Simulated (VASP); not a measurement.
Ba2N: single point with LDA

The system is Ba2N, a slab with vacuum.

```
Ba N
1.0
     4.02900    0.00000    0.00000
     2.01450    3.48922    0.00000
     0.00000    0.00000   32.92559
Ba N
6 3
Cartesian
  0.0000 0.0000 11.9756
  4.0290 2.3261 7.4994
  4.0290 2.3261 19.4506
  2.0145 1.1631 14.9744
  2.0145 1.1631 26.9256
  0.0000 0.0000 22.4494
  0.0000 0.0000 6.0000
  4.0290 2.3261 13.4750
  2.0145 1.1631 20.9500
```

```
Program             : VASP 6.6.1
Task                : single point
Functional          : LDA
Potentials or basis : VASP PAW LDA potentials, release 64 (Ba_sv, N)
Cutoff              : 520 eV
k mesh              : 5 × 5 × 1
Occupations         : fermi-dirac, width 0.05 eV
Spin                : no spin polarisation
```

The largest force is 2.749 eV/Å.

Forces in eV/Å, atoms in the order of the input:
```
Ba   0.000  0.000  0.313
Ba   0.000  0.000 -2.691
Ba   0.000  0.000  0.364
Ba   0.000  0.000 -0.312
Ba   0.000  0.000 -0.139
Ba   0.000  0.000 -0.131
N    0.000  0.000  2.749
N    0.000  0.000 -0.036
N    0.000  0.000 -0.117
```

Levels at points of the mesh, in eV from the Fermi level:
```
           k point  band 36  band 37  band 38  band 39  band 40  band 41  band 42  band 43
(0.00, 0.00, 0.00)    -1.13    -0.57    -0.32    -0.16    -0.16     0.37     0.80     1.38
```

Run time: 9.2 min on 1 thread of AMD EPYC 7R43 64-Core Processor (Zen 3), on a shared host, peak memory 0.38 GiB.

Caveat: the k points lie up to 0.36 Å⁻¹ apart; spin-orbit coupling is left out, which moves the levels of the heavy elements.
